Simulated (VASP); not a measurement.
**NaF: single point with r2SCAN**

NaF:

```
CELL_PARAMETERS angstrom
0.00000 2.28568 2.28568
2.28568 0.00000 2.28568
2.28568 2.28568 0.00000
ATOMIC_POSITIONS crystal
Na 0.00000 0.00000 0.00000
F 0.50000 0.50000 0.50000
```

This cell differs from its parent crystal: strain -0.5%.

```yaml
Program: VASP 6.6.1
Task: single point
Functional: r2SCAN
Potentials_or_basis: VASP PAW PBE potentials, release 64 (Na_pv, F)
Cutoff: 520 eV
k_mesh: 10 × 10 × 10
Occupations: gaussian, width 0.01 eV
Spin: no spin polarisation
Dipole_correction: no
Further_INCAR_settings: ALGO = Normal; EDIFF = 1e-07; NBANDS = 14
```

The pressure is 0.0 GPa and the band gap on the k mesh is 7.41 eV, direct.

Levels at points of the mesh, in eV from the valence-band top:
| k point | band 4 | band 5 | band 6 | band 7 | band 8 | band 9 | band 10 | band 11 |
| --- | --- | --- | --- | --- | --- | --- | --- | --- |
| (0.00, 0.00, 0.00) | -19.38 | 0.00 | 0.00 | 0.00 | 7.41 | 20.08 | 20.08 | 20.08 |
| (0.50, 0.00, 0.00) | -18.85 | -1.64 | -0.29 | -0.29 | 11.90 | 13.78 | 21.87 | 21.87 |
| (0.50, 0.50, 0.00) | -19.43 | -1.32 | -0.42 | -0.42 | 14.06 | 14.42 | 15.27 | 21.67 |

Wall time 54 s on 1 thread of Intel Xeon 6975P-C, on a shared host, peak memory 0.14 GiB.

Caveat: the cell differs from its parent crystal (strain -0.5%); the PAW data sets were made with another functional, which shifts forces and pressure a little. A k mesh can miss the band edges.
